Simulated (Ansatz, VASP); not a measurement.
# Pd: VASP beside Ansatz

INCAR

```
PREC = Accurate
ENCUT = 520
EDIFF = 1E-6
ISMEAR = -1
SIGMA = 0.05
LREAL = False
LASPH = True
NELM = 150
ALGO = Normal
ISIF = 2
LWAVE = False
LCHARG = False
ISPIN = 2
MAGMOM = 0.5 -0.5
LORBIT = 11
LMAXMIX = 4
GGA = PE
NBANDS = 21
```

Contents of KPOINTS:

```
regular mesh
0
Gamma
  12 12 12
```

The input POSCAR:

```
Pd
1.0
    0.0000000000      2.5414134994      2.5414134994
    2.5414134994      0.0000000000      2.5414134994
    2.5414134994      2.5414134994      0.0000000000
Pd
2
Direct
    0.0000000000      0.0000000000      0.0000000000
    0.5000000000      0.5000000000      0.5000000000
```

Input for Ansatz:

```yaml
crystal:
  lattice:
    - [0.0, 2.5414134994, 2.5414134994]
    - [2.5414134994, 0.0, 2.5414134994]
    - [2.5414134994, 2.5414134994, 0.0]
  atoms:
    - { symbol: Pd, position: [0.0, 0.0, 0.0], spin: 0.5 }
    - { symbol: Pd, position: [0.5, 0.5, 0.5], spin: -0.5 }
hamiltonian:
  xc: pbe
  pseudopotentials:
    kind: paw
    azcp:
      Pd: "pseudopotentials/Pd.paw.azcp"
basis:
  ecutwfc: 420
  fft_grid_basis: typed
kpoints:
  mp_grid: { grid: [12, 12, 12], shift: [0, 0, 0] }
magnetization:
  spin_polarized: true
scf:
  occupations: { method: fermi_dirac, width: 0.05 }
  lower_state_search: "off"
output:
  stress: true
```

Alike in both runs: task single point; functional PBE; k mesh 12 × 12 × 12; occupations fermi-dirac, width 0.05 eV; collinear spin.

|  | VASP | Ansatz |
| --- | --- | --- |
| version | VASP 6.6.1 | Ansatz 0.2.0 |
| potentials or method | VASP PAW PBE potentials, release 64 (Pd), cutoff 520 eV | plane waves (420 eV) with PAW, scalar-relativistic |
| valence electrons in the cell | 20 | 36 |

```csv
,VASP,Ansatz,Ansatz less VASP
pressure (GPa),12.4,12.9,+0.50
net moment per atom (μB),0.00,0.00,0.000
```

VASP's potentials hold 20 valence electrons a cell and Ansatz's 36, so a difference there can come from the potentials and not from the codes. Ansatz's warnings: seeded moment not kept.
